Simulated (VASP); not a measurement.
# CoC (Fm-3m) in VASP: single point with r2SCAN

Aim: the single point of CoC with r2SCAN.

Everything below comes from runs of VASP 6.6.1. Logs are shortened: lines on timing, memory, paths and dates and some standing lists are left out, and cuts for length are marked.

## (1) The cell of the first run

It takes space group Fm-3m (No. 225, cubic). Conventional cell: a = 3.986 Å, b = 3.986 Å, c = 3.986 Å, α = 90.00°, β = 90.00°, γ = 90.00°. Co (site symmetry m-3m) has 6 C at 1.99 Å within 2.6 Å. C (site symmetry m-3m) has 6 Co at 1.99 Å within 2.6 Å.

## (2) Single point, r2SCAN, collinear spin, ferromagnetic start

File POSCAR:

```
CoC
1.0
    0.0000000000      1.9927520784      1.9927520784
    1.9927520784      0.0000000000      1.9927520784
    1.9927520784      1.9927520784      0.0000000000
Co C
1 1
Direct
    0.0000000000      0.0000000000      0.0000000000
    0.5000000000      0.5000000000      0.5000000000
```

File INCAR.step1:

```
  ALGO = Normal
  EDIFF = 1E-5
  ENCUT = 770
  GGA = PE
  GGA_COMPAT = F
  ISMEAR = 0
  ISPIN = 2
  LASPH = T
  LCHARG = F
  LMAXMIX = 4
  LREAL = F
  LWAVE = T
  MAGMOM = 0.52 0
  NBANDS = 22
  NELM = 200
  PREC = Accurate
  SIGMA = 0.1
```

File INCAR.step2:

```
  ALGO = Normal
  EDIFF = 1E-6
  ENCUT = 770
  GGA_COMPAT = F
  ISIF = 2
  ISMEAR = 0
  ISPIN = 2
  ISTART = 1
  LASPH = T
  LCHARG = F
  LMAXMIX = 4
  LMIXTAU = T
  LORBIT = 11
  LREAL = F
  LWAVE = F
  MAGMOM = 0.52 0
  METAGGA = R2SCAN
  NBANDS = 22
  NELM = 200
  PREC = Accurate
  SIGMA = 0.1
```

File KPOINTS:

```
k-points
0
Gamma
  8 8 8
```

Potentials or basis: VASP PAW PBE potentials, release 64 (Co_sv, C).

The run is started by

```bash
$ cat potpaw_PBE.64/Co_sv/POTCAR potpaw_PBE.64/C/POTCAR > POTCAR
$ cp INCAR.step1 INCAR
$ mpirun -np 1 vasp_std > vasp.out
$ cp INCAR.step2 INCAR
$ mpirun -np 1 vasp_std > vasp.out
```

OUTCAR:

```text
EDIFF = 1E-6
   ENCUT = 770
   ISIF = 2
   ISMEAR = 0
   ISPIN = 2
   ISTART = 1
   LASPH = T
   LORBIT = 11
   LREAL = F
   METAGGA = R2SCAN
   NELM = 200
   PREC = Accurate

 ion  position               nearest neighbor table
   1  0.000  0.000  0.000-   2 1.99   2 1.99   2 1.99   2 1.99   2 1.99   2 1.99
   2  0.500  0.500  0.500-   1 1.99   1 1.99   1 1.99   1 1.99   1 1.99   1 1.99

  LATTYP: Found a face centered cubic cell.
 ALAT       =     3.9855041568

  Lattice vectors:

 A1 = (   0.0000000000,   1.9927520784,   1.9927520784)
 A2 = (   1.9927520784,   0.0000000000,   1.9927520784)
 A3 = (   1.9927520784,   1.9927520784,   0.0000000000)

Analysis of symmetry for initial positions (statically):
=====================================================================
 Subroutine PRICEL returns:
 Original cell was already a primitive cell.

 Routine SETGRP: Setting up the symmetry group for a
 face centered cubic supercell.

 Subroutine GETGRP returns: Found 48 space group operations
 (whereof 48 operations were pure point group operations)
 out of a pool of 48 trial point group operations.

The static configuration has the point symmetry O_h .

Analysis of symmetry for dynamics (positions and initial velocities):
=====================================================================
 Subroutine PRICEL returns:
 Original cell was already a primitive cell.

 Routine SETGRP: Setting up the symmetry group for a
 face centered cubic supercell.

 Subroutine GETGRP returns: Found 48 space group operations
 (whereof 48 operations were pure point group operations)
 out of a pool of 48 trial point group operations.

The dynamic configuration has the point symmetry O_h .

Analysis of structural, dynamic, and magnetic symmetry:
=====================================================================
 Subroutine PRICEL returns:
 Original cell was already a primitive cell.

 Routine SETGRP: Setting up the symmetry group for a
 face centered cubic supercell.

 Subroutine GETGRP returns: Found 48 space group operations
 (whereof 48 operations were pure point group operations)
 out of a pool of 48 trial point group operations.

The overall configuration has the point symmetry O_h .

 Subroutine INISYM returns: Found 48 space group operations
 (whereof 48 operations are pure point group operations),
 and found     1 'primitive' translations

----------------------------------------------------------------------------------------

                                     Primitive cell

  volume of cell :      15.8267

  direct lattice vectors                    reciprocal lattice vectors
     0.000000000  1.992752078  1.992752078    -0.250909285  0.250909285  0.250909285
     1.992752078  0.000000000  1.992752078     0.250909285 -0.250909285  0.250909285
     1.992752078  1.992752078  0.000000000     0.250909285  0.250909285 -0.250909285

  length of vectors
     2.818177016  2.818177016  2.818177016     0.434587630  0.434587630  0.434587630

  position of ions in fractional coordinates (direct lattice)
     0.000000000  0.000000000  0.000000000
     0.500000000  0.500000000  0.500000000

  ion indices of the primitive-cell ions
   primitive index   ion index
                 1           1
                 2           2

----------------------------------------------------------------------------------------

 KPOINTS: k-points

Automatic generation of k-mesh.
 Grid dimensions read from file:
 generate k-points for:    8    8    8

 Generating k-lattice:

  Cartesian coordinates                     Fractional coordinates (reciprocal lattice)
    -0.031363661  0.031363661  0.031363661     0.125000000  0.000000000  0.000000000
     0.031363661 -0.031363661  0.031363661     0.000000000  0.125000000  0.000000000
     0.031363661  0.031363661 -0.031363661     0.000000000  0.000000000  0.125000000

  Length of vectors
     0.054323454  0.054323454  0.054323454

  Shift w.r.t. Gamma in fractional coordinates (k-lattice)
     0.000000000  0.000000000  0.000000000

 Subroutine IBZKPT returns following result:
 ===========================================

 Found     29 irreducible k-points:

 Following reciprocal coordinates:
            Coordinates               Weight
  0.000000  0.000000  0.000000      1.000000
  0.125000  0.000000  0.000000      8.000000
  0.250000  0.000000  0.000000      8.000000
  0.375000  0.000000  0.000000      8.000000
  0.500000  0.000000  0.000000      4.000000
  0.125000  0.125000  0.000000      6.000000
[... 16 lines left out ...]
  0.500000  0.250000  0.125000     48.000000
 -0.375000  0.250000  0.125000     24.000000
 [... further k-points ...]
   k-points           NKPTS =     29   k-points in BZ     NKDIM =     29   number of bands    NBANDS=     22
   number of dos      NEDOS =    301   number of ions     NIONS =      2
   total plane-waves  NPLWV =  21952
   dimension x,y,z NGX =    28 NGY =   28 NGZ =   28
   dimension x,y,z NGXF=    56 NGYF=   56 NGZF=   56
   ions per type =               1   1
   NGX,Y,Z   is equivalent  to a cutoff of  16.52, 16.52, 16.52 a.u.
   NGXF,Y,Z  is equivalent  to a cutoff of  33.03, 33.03, 33.03 a.u.
 SYSTEM =  unknown system
   PREC   = accura    normal or accurate (medium, high low for compatibility)
   ISTART =      1    job   : 0-new  1-cont  2-samecut
   ICHARG =      0    charge: 1-file 2-atom 10-const
   ISPIN  =      2    spin polarized calculation?
   LNONCOLLINEAR =      F non collinear calculations
   LSORBIT =      F    spin-orbit coupling
   LASPH  =      T    aspherical Exc in radial PAW
   ENCUT  =  770.0 eV  56.59 Ry    7.52 a.u.   6.38  6.38  6.38*2*pi/ulx,y,z
   NELM   =    200;   NELMIN=  2; NELMDL=  0     # of ELM steps
   EDIFF  = 0.1E-05   stopping-criterion for ELM
   LREAL  =      F    real-space projection
   EDIFFG = 0.1E-04   stopping-criterion for IOM
   NSW    =      0    number of steps for IOM
   IBRION =     -1    ionic relax: 0-MD 1-quasi-New 2-CG
   NFREE  =      0    steps in history (QN), initial steepest desc. (CG)
   ISIF   =      2    stress and relaxation
   ISYM   =      2    0-nonsym 1-usesym 2-fastsym
   POTIM  = 0.5000    time-step for ionic-motion
   TEBEG  =    0.0;   TEEND  =   0.0 temperature during run
   PSTRESS=    0.0 pullay stress
   NELECT =      21.0000    total number of electrons
   NUPDOWN=      -1.0000    fix difference up-down
   EMIN   =  10.00;   EMAX   =-10.00  energy-range for DOS
   EFERMI =   0.00;   METHOD = LEGACY
   ISMEAR =     0;   SIGMA  =   0.10  broadening in eV -4-tet -1-fermi 0-gaus
   EFERMI_NEDOS =   21; number of points for ismear=-14 and -15
   IALGO  =     38    algorithm
   IMIX   =      4    mixing-type and parameters
     AMIX     =   0.40;   BMIX     =  1.00
     AMIX_MAG =   1.60;   BMIX_MAG =  1.00
  volume/ion in A,a.u.               =       7.91        53.40
  Fermi-wavevector in a.u.,A,eV,Ry     =   1.798945  3.399514 44.031238  3.236205
  Thomas-Fermi vector in A             =   2.859979
   LORBIT       =     11    0 simple, 1 ext, 2 COOP (PROOUT), +10 PAW based schemes
   METAGGA = R2SCAN    functional components
   LHFCALC =     F    Hartree Fock is set to
   AEXX    =    0.0000 exact exchange contribution
   IVDW    =     0    specifies the selected vdW correction
   LEPSILON=     F    determine dielectric tensor
   LRPA    =     F    only Hartree local field effects (RPA)
 spin polarized calculation
 Gauss-broadening in eV      SIGMA  =   0.10
  energy-cutoff  :      770.00
  volume of cell :       15.83
 maximum number of plane-waves:       778
 NGX is ok and might be reduce to    28
   NGX = 13   NGY = 13   NGZ = 13

 number of electron      20.9999987 magnetization       0.5035456

 Free energy of the ion-electron system (eV)
  ---------------------------------------------------
  ext. energy  EPLUGINS =         0.00000000
  ---------------------------------------------------
  free energy    TOTEN  =       -21.58508906 eV

  energy without entropy =      -21.58029851  energy(sigma->0) =      -21.58269378

 E-fermi :  12.0783     XC(G=0): -15.0983

 val. band max:       12.0735521121   @ k =   0.5000   0.2500   0.0000
 cond. band min:      12.1096270822   @ k =   0.3750   0.2500   0.0000
 fundamental gap:      0.0360749700
 Fermi energy:        12.0782614458

 spin component 1

 k-point     1 :       0.0000    0.0000    0.0000
  band No.  band energies     occupation
      1     -87.1975      1.00000
      2     -49.0622      1.00000
      3     -49.0622      1.00000
      4     -49.0622      1.00000
      5      -4.3440      1.00000
      6       9.0053      1.00000
[... 14 lines left out ...]
     21      39.2686      0.00000
     22      40.1026      0.00000
[... 552 lines left out ...]
  band No.  band energies     occupation
      1     -87.1848      1.00000
      2     -49.1461      1.00000
      3     -49.0999      1.00000
      4     -49.0830      1.00000
      5       0.2313      1.00000
      6       4.2815      1.00000
[... 14 lines left out ...]
     21      45.1229      0.00000
     22      47.9433      0.00000

 [... further k-points ...]

 spin component 2

 k-point     1 :       0.0000    0.0000    0.0000
  band No.  band energies     occupation
      1     -86.6448      1.00000
      2     -48.5064      1.00000
      3     -48.5064      1.00000
      4     -48.5064      1.00000
      5      -4.2244      1.00000
      6       9.6796      1.00000
[... 14 lines left out ...]
     21      39.5558      0.00000
     22      40.2400      0.00000
[... 552 lines left out ...]
  band No.  band energies     occupation
      1     -86.6317      1.00000
      2     -48.5931      1.00000
      3     -48.5452      1.00000
      4     -48.5278      1.00000
      5       0.4115      1.00000
      6       4.4829      1.00000
[... 14 lines left out ...]
     21      45.3066      0.00000
     22      48.1302      0.00000

 [... further k-points ...]

------------------------ aborting loop because EDIFF is reached ----------------------------------------

  FORCE on cell =-STRESS in cart. coord.  units (eV):
  Direction    XX          YY          ZZ          XY          YZ          ZX
  --------------------------------------------------------------------------------------
  -------------------------------------------------------------------------------------
  Total       -0.0497508     -0.0497508     -0.0497508     -0.0000000     -0.0000000     -0.0000000
  in kB       -5.0364045     -5.0364045     -5.0364045     -0.0000000     -0.0000000     -0.0000000
  external PRESSURE =      -5.0364045 kB  Pullay stress =       0.0000000 kB

 VOLUME and BASIS-vectors are now :
 -----------------------------------------------------------------------------
  energy-cutoff  :      770.00
  volume of cell :       15.83
      direct lattice vectors                 reciprocal lattice vectors
     0.000000000  1.992752078  1.992752078    -0.250909285  0.250909285  0.250909285
     1.992752078  0.000000000  1.992752078     0.250909285 -0.250909285  0.250909285
     1.992752078  1.992752078  0.000000000     0.250909285  0.250909285 -0.250909285

 POSITION                                       TOTAL-FORCE (eV/Angst)
 -----------------------------------------------------------------------------------
      0.00000      0.00000      0.00000        -0.000000      0.000000     -0.000000
      1.99275      1.99275      1.99275         0.000000     -0.000000      0.000000
 -----------------------------------------------------------------------------------
    total drift:                               -0.000000     -0.000000      0.000000

  FREE ENERGIE OF THE ION-ELECTRON SYSTEM (eV)
  ---------------------------------------------------
  free  energy   TOTEN  =       -21.5850890595 eV

  energy  without entropy=      -21.5802985083  energy(sigma->0) =      -21.58269378

 total charge

# of ion       s       p       d       tot
------------------------------------------
    1        2.215   6.156   6.824  15.195
    2        0.901   1.465   0.000   2.366
--------------------------------------------------
tot          3.116   7.621   6.824  17.561

 magnetization (x)

# of ion       s       p       d       tot
------------------------------------------
    1        0.014   0.005   0.376   0.396
    2        0.007   0.066   0.000   0.073
--------------------------------------------------
tot          0.021   0.072   0.376   0.469
```

Wall time 73 s (1 thread of Intel Xeon 6975P-C (Granite Rapids), shared host); peak memory 0.19 GiB.

Results:

| Item | Value |
| --- | --- |
| Free energy | -21.5851 eV |
| Pressure | -0.5 GPa |
| Net moment | 0.50 μB per cell |
| Site moments | Co +0.40; C +0.07 μB |
| Valence electrons inside the program's atomic spheres | Co 15.20; C 2.37 |

Levels at points of the mesh, in eV from the Fermi level:
Spin up:
| k point | band 8 | band 9 | band 10 | band 11 | band 12 | band 13 | band 14 | band 15 |
| --- | --- | --- | --- | --- | --- | --- | --- | --- |
| (0.00, 0.00, 0.00) | -3.07 | -2.02 | -2.02 | 1.25 | 1.25 | 1.25 | 13.45 | 18.39 |
| (0.50, 0.00, 0.00) | -5.23 | -1.69 | -1.69 | -0.44 | 5.54 | 5.54 | 9.98 | 15.11 |
| (0.50, 0.50, 0.00) | -1.71 | -1.71 | -1.44 | -1.44 | -1.40 | 1.62 | 9.88 | 13.11 |
Spin down:
```tsv
k point	band 6	band 7	band 8	band 9	band 10	band 11	band 12	band 13	band 14	band 15
(0.00, 0.00, 0.00)	-2.40	-2.40	-2.40	-1.85	-1.85	1.50	1.50	1.50	13.71	18.42
(0.50, 0.00, 0.00)	-8.66	-5.00	-5.00	-1.00	-1.00	0.26	5.80	5.80	10.09	15.24
(0.50, 0.50, 0.00)	-6.49	-3.90	-1.52	-1.52	-1.21	-0.65	-0.65	1.83	10.12	13.40
```

Caveat: the PAW data sets were made with another functional, which shifts forces and pressure a little.
